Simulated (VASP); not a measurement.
# Zn13Cd3Se16 (P1) in VASP: settings compared, part 3 of 3

VASP 6.6.1. The steps go on from the part before.

## 4. Single point, HSE06

File POSCAR:

```
Zn13Cd3Se16
1.0
   11.4333920000      0.0000000000      0.0000000000
    0.0000000000     11.4333920000      0.0000000000
    0.0000000000      0.0000000000     11.4333920000
Zn Cd Se
26 6 32
Direct
    0.9996940000      0.0011100000      0.0043630000
    0.9968190000      0.0028440000      0.4947590000
    0.9988990000      0.5001980000      0.0048110000
    0.4997920000      0.0027300000      0.0028390000
    0.5003030000      0.4976010000      0.0023410000
    0.5017050000      0.4949080000      0.4969680000
    0.2523660000      0.2497940000      0.0027540000
    0.2523790000      0.2498220000      0.4967500000
    0.2501100000      0.7503560000      0.0052380000
    0.7474870000      0.2502080000      0.0026470000
    0.7476570000      0.2498560000      0.4963410000
    0.7501250000      0.7494570000      0.0039870000
    0.7493060000      0.7500650000      0.4942030000
    0.2474710000      0.0018030000      0.2442550000
    0.2498300000      0.0064390000      0.7549580000
    0.2516200000      0.4976390000      0.2448090000
    0.2559020000      0.4942370000      0.7551380000
    0.7515780000      0.0004250000      0.2468420000
    0.7508280000      0.0024620000      0.7520360000
    0.7474550000      0.4987450000      0.2466730000
    0.7447400000      0.4977910000      0.7516660000
    0.9990390000      0.2486240000      0.2473750000
    0.9977870000      0.7518830000      0.2447540000
    0.5003140000      0.2513670000      0.2472950000
    0.4996860000      0.2526500000      0.7529920000
    0.5013690000      0.7475020000      0.2446090000
    0.9993300000      0.4999730000      0.4958000000
    0.5034160000      0.0051800000      0.4975950000
    0.2509930000      0.7510080000      0.4942690000
    0.0021100000      0.2486160000      0.7521300000
    0.9970410000      0.7546790000      0.7557940000
    0.5049480000      0.7469710000      0.7566050000
    0.1238120000      0.1269470000      0.1227490000
    0.1309930000      0.1187090000      0.6158160000
    0.1239520000      0.6253610000      0.1266960000
    0.1326310000      0.6173140000      0.6348300000
    0.6241960000      0.1257140000      0.1267070000
    0.6316950000      0.1340920000      0.6333620000
    0.6242000000      0.6229700000      0.1223310000
    0.6304840000      0.6183620000      0.6157670000
    0.3768760000      0.3735760000      0.1238450000
    0.3761460000      0.3728730000      0.6237600000
    0.3758320000      0.8754730000      0.1257000000
    0.3707740000      0.8823080000      0.6339170000
    0.8737080000      0.3735710000      0.1254950000
    0.8614740000      0.3737870000      0.6245820000
    0.8747300000      0.8755270000      0.1232490000
    0.8667640000      0.8820290000      0.6163440000
    0.3691650000      0.1307950000      0.3637920000
    0.3764280000      0.1276650000      0.8772330000
    0.3825850000      0.6163130000      0.3653170000
    0.3694040000      0.6178950000      0.8856290000
    0.8725470000      0.1270630000      0.3719270000
    0.8693720000      0.1194130000      0.8845150000
    0.8685710000      0.6307040000      0.3635410000
    0.8659290000      0.6166670000      0.8825270000
    0.1309300000      0.3679090000      0.3652490000
    0.1310280000      0.3802520000      0.8853710000
    0.1164940000      0.8817080000      0.3643510000
    0.1322710000      0.8842120000      0.8854990000
    0.6249310000      0.3726620000      0.3712160000
    0.6230430000      0.3745270000      0.8777420000
    0.6292020000      0.8693720000      0.3644910000
    0.6331740000      0.8829250000      0.8848480000
```

File INCAR.step1:

```
PREC = Accurate ; ENCUT = 520
EDIFF = 1E-5 ; ISMEAR = -1
SIGMA = 0.05 ; LREAL = Auto
LASPH = T ; NELM = 60
ALGO = Normal ; ISIF = 2
LWAVE = T ; GGA = PE
NBANDS = 326 ; LUSENCCL = F
```

File INCAR.step2:

```
PREC = Accurate ; ENCUT = 520
EDIFF = 1E-7 ; ISMEAR = -1
SIGMA = 0.05 ; LREAL = Auto
LASPH = T ; NELM = 60
ALGO = Normal ; ISIF = 2
LWAVE = F ; LCHARG = T
GGA = PE ; LHFCALC = T
HFSCREEN = 0.2079 ; PRECFOCK = Fast
LELF = T ; LVHAR = T
ISTART = 1 ; NBANDS = 326
LUSENCCL = F
```

File KPOINTS:

```
regular mesh
0
Gamma
  1 1 1
```

Potentials or basis: VASP PAW PBE potentials, release 64 (Zn, Cd, Se).

Started as:

```console
$ cat potpaw_PBE.64/Zn/POTCAR potpaw_PBE.64/Cd/POTCAR potpaw_PBE.64/Se/POTCAR > POTCAR
$ cp INCAR.step1 INCAR
$ mpirun -np 1 vasp_gam > vasp.out
$ cp INCAR.step2 INCAR
$ mpirun -np 1 vasp_gam > vasp.out
```

OUTCAR:

```text
PREC = Accurate
   ENCUT = 520
   EDIFF = 1E-7
   ISMEAR = -1
   LREAL = Auto
   LASPH = T
   NELM = 60
   ISIF = 2
   GGA = PE
   LHFCALC = T
   HFSCREEN = 0.2079
   PRECFOCK = Fast
   ISTART = 1

 ion  position               nearest neighbor table
   1  1.000  0.001  0.004-  33 2.43  54 2.43  60 2.44  47 2.44
   2  0.997  0.003  0.495-  53 2.45  59 2.45  34 2.45  48 2.46
   3  0.999  0.500  0.005-  58 2.46  35 2.46  56 2.46  45 2.46
   4  0.500  0.003  0.003-  37 2.45  64 2.45  50 2.47  43 2.47
   5  0.500  0.498  0.002-  52 2.43  41 2.44  39 2.44  62 2.45
   6  0.502  0.495  0.497-  40 2.45  61 2.45  51 2.46  42 2.47
[... 56 lines left out ...]
  63  0.629  0.869  0.364-  13 2.44  26 2.44  18 2.45  28 2.61
  64  0.633  0.883  0.885-  12 2.44  19 2.45   4 2.45  32 2.59

  LATTYP: Found a simple cubic cell.
 ALAT       =    11.4333920000

  Lattice vectors:

 A1 = (  11.4333920000,   0.0000000000,   0.0000000000)
 A2 = (   0.0000000000,  11.4333920000,   0.0000000000)
 A3 = (   0.0000000000,   0.0000000000,  11.4333920000)

Analysis of symmetry for initial positions (statically):
=====================================================================
 Subroutine PRICEL returns:
 Original cell was already a primitive cell.

 Routine SETGRP: Setting up the symmetry group for a
 simple cubic supercell.

 Subroutine GETGRP returns: Found  1 space group operations
 (whereof  1 operations were pure point group operations)
 out of a pool of 48 trial point group operations.

The static configuration has the point symmetry C_1 .

Analysis of symmetry for dynamics (positions and initial velocities):
=====================================================================
 Subroutine PRICEL returns:
 Original cell was already a primitive cell.

 Routine SETGRP: Setting up the symmetry group for a
 simple cubic supercell.

 Subroutine GETGRP returns: Found  1 space group operations
 (whereof  1 operations were pure point group operations)
 out of a pool of 48 trial point group operations.

The dynamic configuration has the point symmetry C_1 .

 Subroutine INISYM returns: Found  1 space group operations
 (whereof  1 operations are pure point group operations),
 and found     1 'primitive' translations

----------------------------------------------------------------------------------------

                                     Primitive cell

  volume of cell :    1494.6010

  direct lattice vectors                    reciprocal lattice vectors
    11.433392000  0.000000000  0.000000000     0.087463108  0.000000000  0.000000000
     0.000000000 11.433392000  0.000000000     0.000000000  0.087463108  0.000000000
     0.000000000  0.000000000 11.433392000     0.000000000  0.000000000  0.087463108

  length of vectors
    11.433392000 11.433392000 11.433392000     0.087463108  0.087463108  0.087463108

  position of ions in fractional coordinates (direct lattice)
     0.999694000  0.001110000  0.004363000
[... 159 lines left out ...]
  0.000000  0.000000  0.000000      1.000000
   k-points           NKPTS =      1   k-points in BZ     NKDIM =      1   number of bands    NBANDS=    326
   number of dos      NEDOS =    301   number of ions     NIONS =     64
   total plane-waves  NPLWV = 729000
   dimension x,y,z NGX =    90 NGY =   90 NGZ =   90
   dimension x,y,z NGXF=   180 NGYF=  180 NGZF=  180
   ions per type =              26   6  32
   NGX,Y,Z   is equivalent  to a cutoff of  13.09, 13.09, 13.09 a.u.
   NGXF,Y,Z  is equivalent  to a cutoff of  26.17, 26.17, 26.17 a.u.
 SYSTEM =  unknown system
   PREC   = accura    normal or accurate (medium, high low for compatibility)
   ISTART =      1    job   : 0-new  1-cont  2-samecut
   ICHARG =      0    charge: 1-file 2-atom 10-const
   ISPIN  =      1    spin polarized calculation?
   LNONCOLLINEAR =      F non collinear calculations
   LSORBIT =      F    spin-orbit coupling
   LASPH  =      T    aspherical Exc in radial PAW
   ENCUT  =  520.0 eV  38.22 Ry    6.18 a.u.  21.26 21.26 21.26*2*pi/ulx,y,z
   NELM   =     60;   NELMIN=  2; NELMDL=  0     # of ELM steps
   EDIFF  = 0.1E-06   stopping-criterion for ELM
   LREAL  =      T    real-space projection
   EDIFFG = 0.1E-05   stopping-criterion for IOM
   NSW    =      0    number of steps for IOM
   IBRION =     -1    ionic relax: 0-MD 1-quasi-New 2-CG
   NFREE  =      0    steps in history (QN), initial steepest desc. (CG)
   ISIF   =      2    stress and relaxation
   ISYM   =      3    0-nonsym 1-usesym 2-fastsym
   POTIM  = 0.5000    time-step for ionic-motion
   TEBEG  =    0.0;   TEEND  =   0.0 temperature during run
   PSTRESS=    0.0 pullay stress
   NELECT =     576.0000    total number of electrons
   NUPDOWN=      -1.0000    fix difference up-down
   EMIN   =  10.00;   EMAX   =-10.00  energy-range for DOS
   EFERMI =   0.00;   METHOD = LEGACY
   ISMEAR =    -1;   SIGMA  =   0.05  broadening in eV -4-tet -1-fermi 0-gaus
   EFERMI_NEDOS =   21; number of points for ismear=-14 and -15
   IALGO  =     38    algorithm
   IMIX   =      1    mixing-type and parameters
     AMIX     =   0.40;   BMIX     =  1.00
     AMIX_MAG =   1.60;   BMIX_MAG =  1.00
  volume/ion in A,a.u.               =      23.35       157.59
  Fermi-wavevector in a.u.,A,eV,Ry     =   1.191353  2.251331 19.311057  1.419323
  Thomas-Fermi vector in A             =   2.327417
   LORBIT       =      0    0 simple, 1 ext, 2 COOP (PROOUT), +10 PAW based schemes
   GGA     = PE    functional components
   LHFCALC =     T    Hartree Fock is set to
   PRECFOCK=fast      Normal, Fast or Accurate (Low or Medium for compatibility)
   ENCUT4O =  -1.0   cutoff for four orbital integrals eV
   NKREDX  =     1    reduce k-point grid by
   NKREDY  =     1    reduce k-point grid by
   NKREDZ  =     1    reduce k-point grid by
   AEXX    =    0.2500 exact exchange contribution
   HFSCREEN=    0.2079 screening length (either q_TF or 0.3 A-1)
   HFSCREENC=   0.2079 screening length for correlation (either q_TF or 0.3 A-1)
   ENCUTFOCK=  -1.0 apply spherical cutoff to Coloumb kernel
   IVDW    =     0    specifies the selected vdW correction
   LEPSILON=     F    determine dielectric tensor
   LRPA    =     F    only Hartree local field effects (RPA)
 non-spin polarized calculation
  energy-cutoff  :      520.00
  volume of cell :     1494.60
 maximum number of plane-waves:     20122
 NGX is ok and might be reduce to    90
  NGX = 48; NGY = 48; NGZ = 48

 number of electron     575.9999984 magnetization

 Free energy of the ion-electron system (eV)
  ---------------------------------------------------
  ext. energy  EPLUGINS =         0.00000000
  ---------------------------------------------------
  free energy    TOTEN  =      -231.74955137 eV

  energy without entropy =     -231.74955137  energy(sigma->0) =     -231.74955137

 E-fermi :   2.1455     XC(G=0):  -7.7192

 val. band max:        0.9985236313   @ k =   0.0000   0.0000   0.0000
 cond. band min:       3.2467893521   @ k =   0.0000   0.0000   0.0000
 fundamental gap:      2.2482657208
 Fermi energy:         2.1455036275

 k-point     1 :       0.0000    0.0000    0.0000
  band No.  band energies     occupation
      1     -13.3614      2.00000
      2     -12.9110      2.00000
      3     -12.9032      2.00000
      4     -12.8775      2.00000
      5     -12.8620      2.00000
      6     -12.8130      2.00000
[... 292 lines left out ...]
    299       5.5315      0.00000
    300       5.7402      0.00000
 [bands above 300 left out]

------------------------ aborting loop because EDIFF is reached ----------------------------------------

  FORCE on cell =-STRESS in cart. coord.  units (eV):
  Direction    XX          YY          ZZ          XY          YZ          ZX
  --------------------------------------------------------------------------------------
  -------------------------------------------------------------------------------------
  Total       23.5150390     23.4952398     23.6127448      0.3303982      0.7284636      0.7156337
  in kB       25.2075713     25.1863471     25.3123097      0.3541792      0.7808960      0.7671425
  external PRESSURE =      25.2354093 kB  Pullay stress =       0.0000000 kB

 VOLUME and BASIS-vectors are now :
 -----------------------------------------------------------------------------
  energy-cutoff  :      520.00
  volume of cell :     1494.60
      direct lattice vectors                 reciprocal lattice vectors
    11.433392000  0.000000000  0.000000000     0.087463108  0.000000000  0.000000000
     0.000000000 11.433392000  0.000000000     0.000000000  0.087463108  0.000000000
     0.000000000  0.000000000 11.433392000     0.000000000  0.000000000  0.087463108

 POSITION                                       TOTAL-FORCE (eV/Angst)
 -----------------------------------------------------------------------------------
     11.42989      0.01269      0.04988        -0.020902     -0.009303     -0.002468
     11.39702      0.03252      5.65677        -0.009225     -0.021228     -0.024515
     11.42080      5.71896      0.05501        -0.010004     -0.013108     -0.008405
      5.71432      0.03121      0.03246        -0.017367     -0.012503     -0.005227
      5.72016      5.68927      0.02677        -0.007865     -0.024093     -0.003238
      5.73619      5.65848      5.68203        -0.019572     -0.007174     -0.023004
[... 56 lines left out ...]
      7.19391      9.93987      4.16737         0.013809      0.016007      0.017419
      7.23933     10.09483     10.11681        -0.012229     -0.014646      0.001882
 -----------------------------------------------------------------------------------
    total drift:                               -0.008934      0.018247      0.003923

  FREE ENERGIE OF THE ION-ELECTRON SYSTEM (eV)
  ---------------------------------------------------
  free  energy   TOTEN  =      -231.7495513747 eV

  energy  without entropy=     -231.7495513735  energy(sigma->0) =     -231.74955137
```

Wall time 20 min (1 × NVIDIA H100 80GB with 1 thread of AMD EPYC 7R13 (Zen 3), shared host); peak memory 1.9 GiB.

Results:

- Free energy: -231.7496 eV
- Pressure: 2.5 GPa
- Largest force: 0.080 eV/Å
- Band gap on the k mesh: 2.25 eV

Forces in eV/Å, atoms in the order of the input:
```
Zn  -0.021 -0.009 -0.002
Zn  -0.009 -0.021 -0.025
Zn  -0.010 -0.013 -0.008
Zn  -0.017 -0.013 -0.005
Zn  -0.008 -0.024 -0.003
Zn  -0.020 -0.007 -0.023
Zn  -0.007 -0.009  0.000
Zn  -0.017  0.001 -0.025
Zn  -0.014 -0.019 -0.012
Zn  -0.017 -0.006 -0.017
Zn  -0.015 -0.013 -0.022
Zn  -0.012 -0.019  0.002
Zn  -0.015 -0.022 -0.016
Zn  -0.009 -0.010 -0.010
Zn  -0.010 -0.020 -0.014
Zn  -0.015 -0.020 -0.019
Zn  -0.009 -0.035 -0.012
Zn  -0.018 -0.012 -0.014
Zn  -0.007 -0.008 -0.023
Zn  -0.019 -0.015 -0.015
Zn  -0.015 -0.017 -0.016
Zn  -0.017 -0.021 -0.020
Zn  -0.020 -0.025 -0.011
Zn  -0.014  0.000 -0.017
Zn  -0.013 -0.021 -0.022
Zn  -0.013 -0.013 -0.009
Cd  -0.042 -0.050 -0.046
Cd  -0.001 -0.015 -0.028
Cd  -0.016 -0.025 -0.047
Cd  -0.024 -0.003 -0.013
Cd  -0.023 -0.017 -0.024
Cd  -0.018 -0.035 -0.036
Se   0.008  0.026  0.016
Se   0.024  0.008  0.015
Se   0.011  0.013  0.003
Se   0.013  0.024  0.018
Se   0.014  0.000  0.009
Se   0.003 -0.015  0.012
Se   0.008  0.018  0.007
Se   0.031  0.032  0.023
Se   0.012  0.005  0.008
Se   0.000  0.021  0.027
Se   0.022  0.016  0.009
Se  -0.008  0.028  0.022
Se   0.028  0.017  0.002
Se   0.038  0.046  0.032
Se   0.022  0.011 -0.004
Se   0.012  0.025  0.031
Se   0.008  0.007  0.030
Se   0.023  0.025  0.010
Se   0.026  0.021  0.037
Se   0.018  0.040  0.032
Se   0.006  0.026  0.024
Se   0.027  0.007  0.019
Se   0.031  0.044  0.027
Se   0.021  0.022  0.018
Se   0.058  0.016  0.045
Se  -0.004 -0.005 -0.016
Se   0.020  0.028  0.046
Se  -0.008 -0.008 -0.009
Se   0.015  0.009  0.017
Se   0.002  0.030  0.022
Se   0.014  0.016  0.017
Se  -0.012 -0.015  0.002
```

Caveat: the k points lie up to 0.55 Å⁻¹ apart; the PAW data sets were made with another functional, which shifts forces and pressure a little.

## 5. The runs side by side

| task | level | cell | k mesh | cutoff (eV) | grid for exact exchange (PRECFOCK) | share of exact exchange | screening parameter | gap on the mesh (eV) | pressure (GPa) | largest force (eV/Å) |
| --- | --- | --- | --- | --- | --- | --- | --- | --- | --- | --- |
| single point | PBEsol | a = 11.433 Å, 64 atoms, atomic positions A | 1 × 1 × 1, shifted | 520 | - | - | - | 2.17 | 0.3 | 0.07 |
| relaxation of volume and atoms at fixed shape | PBEsol | relaxed from a = 11.436 Å, 64 atoms, atomic positions B | 1 × 1 × 1, shifted | 600 | - | - | - | 2.15 | 0.0 | 0.02 |
| single point | HSE06 | a = 11.433 Å, 64 atoms, atomic positions A | 1 × 1 × 1 | 520 | Fast | 0.25 | 0.2079 1/Å | 2.25 | 2.5 | 0.08 |

Alike in all rows: potentials or basis VASP PAW PBE potentials, release 64 (Zn, Cd, Se); no spin polarisation; smearing fermi-dirac 0.05 eV.

Caveats: some runs use coarse meshes; the PAW data sets were made with another functional, which shifts forces and pressure a little; a shifted mesh leaves out Γ, where band edges can lie (at least some runs).

Absolute energies hang on the potentials; compare differences alone.
